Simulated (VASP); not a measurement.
**TiTe2: single point with PBEsol**

The system is TiTe2.

```
CELL_PARAMETERS angstrom
3.75165 0.00000 0.00000
-1.87583 3.24903 0.00000
0.00000 0.00000 6.45439
ATOMIC_POSITIONS crystal
Ti 0.00000 0.00000 0.00000
Te 0.66667 0.33333 0.26280
Te 0.33333 0.66667 0.73720
```

This cell differs from its parent crystal: volume scaled by 0.98.

```json
{"Program": "VASP 6.6.1", "Task": "single point", "Functional": "PBEsol", "Potentials or basis": "VASP PAW PBE potentials, release 64 (Ti_sv, Te)", "Cutoff": "520 eV", "k mesh": "13 × 13 × 7", "Occupations": "fermi-dirac, width 0.03 eV", "Spin": "no spin polarisation"}
```

```
Pressure               : -1.0 GPa
Largest force          : 0.083 eV/Å
Band gap on the k mesh : zero (band 12 reaches 7.31 eV, above the bottom of band 13 at 6.62 eV)
```

Forces on the atoms (eV/Å):
```
Ti   0.000  0.000  0.000
Te   0.000  0.000  0.083
Te   0.000  0.000 -0.083
```

Stress tensor (GPa, compression positive):
```
-1.37  0.00  0.00
 0.00 -1.37  0.00
 0.00  0.00 -0.15
```

Levels at points of the mesh, in eV from the Fermi level:
```csv
k point,band 8,band 9,band 10,band 11,band 12,band 13,band 14,band 15,band 16,band 17
"(0.00, 0.00, 0.00)",-1.72,-1.72,0.31,0.38,0.38,0.62,1.12,1.12,3.15,3.15
```

Run time: 71 s on 1 thread of Intel(R) Xeon(R) 6975P-C (Granite Rapids), with other jobs on the host, peak memory 0.31 GiB.

Caveat: the PAW data sets were made with another functional, which shifts forces and pressure a little; spin-orbit coupling is left out, which moves the levels of the heavy elements; this functional lacks dispersion, which binds the layers, so the pressure and a relaxed spacing across them are unreliable.
